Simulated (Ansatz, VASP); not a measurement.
**Mg in VASP and in Ansatz**

Contents of INCAR:

```
SYSTEM = Mg
ALGO = Normal
EDIFF = 1E-6
ENCUT = 520
GGA = PE
ISIF = 2
ISMEAR = 0
LASPH = .TRUE.
LCHARG = .TRUE.
LELF = .TRUE.
LREAL = .FALSE.
LVHAR = .TRUE.
LWAVE = .FALSE.
NBANDS = 7
NELM = 100
PREC = Accurate
SIGMA = 0.15
```

Contents of KPOINTS:

```
k-points
0
G
  18 18 18
  0 0 0
```

The input POSCAR:

```
Mg
1.0
   -1.9212000000      1.9212000000      1.9094500000
    1.9212000000     -1.9212000000      1.9094500000
    1.9212000000      1.9212000000     -1.9094500000
Mg
1
Direct
    0.0000000000      0.0000000000      0.0000000000
```

Input for Ansatz:

```yaml
crystal:
  lattice:
    - [-1.9212, 1.9212, 1.90945]
    - [1.9212, -1.9212, 1.90945]
    - [1.9212, 1.9212, -1.90945]
  atoms:
    - { symbol: Mg, position: [0.0, 0.0, 0.0] }
basis:
  ecutwfc: 520.0
kpoints:
  mp_grid: { grid: [18, 18, 18] }
hamiltonian:
  xc: pbe
  pseudopotentials: { kind: paw }
scf:
  occupations: { method: gaussian, width: 0.15 }
output:
  forces: true
  stress: true
  eigenvalues: true
```

Alike in both runs: task single point; functional PBE; k mesh 18 × 18 × 18; occupations gaussian, width 0.15 eV; no spin polarisation.

```csv
,VASP,Ansatz
version,VASP 6.6.1,Ansatz 0.2.0
potentials or method,"VASP PAW PBE potentials, release 64 (Mg), cutoff 520 eV","scalar-relativistic, plane waves, PAW"
valence electrons in the cell,2,10
```

Ansatz gave:

| Quantity | Value |
| --- | --- |
| gap on the k mesh at the Fermi level (eV) | none |
| pressure (GPa) | -4.7 |

Question: Estimate VASP's values.

Answer: gap on the k mesh at the Fermi level (eV): none; pressure (GPa): -4.8.

A gap of «none» marks a metal or a gap that the smearing closes. The functional is the same, so the differences come from potentials, cutoffs and numerics. VASP's potentials hold 2 valence electrons a cell and Ansatz's 10, so a difference there can come from the potentials and not from the codes.
